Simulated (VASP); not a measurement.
Wanted: the native input for a VASP 6.6.1 run.

```
Task                   : single point
Functional             : PBE
Potentials or basis    : VASP PAW PBE potentials, release 64 (Mo_sv, N)
Cutoff                 : 520 eV
k mesh                 : 12 × 12 × 18
Occupations            : gaussian, width 0.15 eV
Spin                   : no spin polarisation
Dipole correction      : no
Further INCAR settings : ALGO = Normal; EDIFF = 1e-06; NBANDS = 33
```

The structure of MoN2 lies in POSCAR:

```
MoN2
1.0
    4.3330619473      0.0000000000      0.0000000000
    0.0000000000      4.3330619473      0.0000000000
    0.0000000000      0.0000000000      2.7518917152
Mo N
2 4
Direct
    0.5000000000      0.5000000000      0.0000000000
    0.0000000000      0.0000000000      0.0000000000
    0.8879039728      0.3879039728      0.5227116495
    0.1120960272      0.6120960272      0.5227116495
    0.3879039728      0.1120960272      0.5227116495
    0.6120960272      0.8879039728      0.5227116495
```

This cell differs from its parent crystal: all N atoms moved +0.062 Å, as atom 3 along Cartesian [0 0 1].

The input as run:

INCAR

```
SYSTEM = MoN2
PREC = Accurate ; ENCUT = 520
EDIFF = 1E-6 ; ISMEAR = 0
SIGMA = 0.15 ; LREAL = .FALSE.
LASPH = .TRUE. ; NELM = 60
ALGO = Normal ; ISIF = 2
LWAVE = .FALSE. ; LCHARG = .FALSE.
GGA = PE ; NBANDS = 33
```

KPOINTS

```
regular mesh
0
G
  12 12 18
  0 0 0
```

Potentials or basis: VASP PAW PBE potentials, release 64 (Mo_sv, N).

Launch:

```console
$ cat potpaw_PBE.64/Mo_sv/POTCAR potpaw_PBE.64/N/POTCAR > POTCAR
$ mpirun -np 1 vasp_std > vasp.out
```

Results of the run:

The pressure is 1.2 GPa, the largest force is 0.256 eV/Å and the band gap on the k mesh is zero (band 24 reaches 13.95 eV, above the bottom of band 25 at 11.64 eV).

Caveat: the cell differs from its parent crystal (all N atoms moved +0.062 Å, as atom 3 along Cartesian [0 0 1]).

Wall time 2.3 min on 1 thread of Intel(R) Xeon(R) 6975P-C (Granite Rapids) (shared host), peak memory 0.44 GiB.
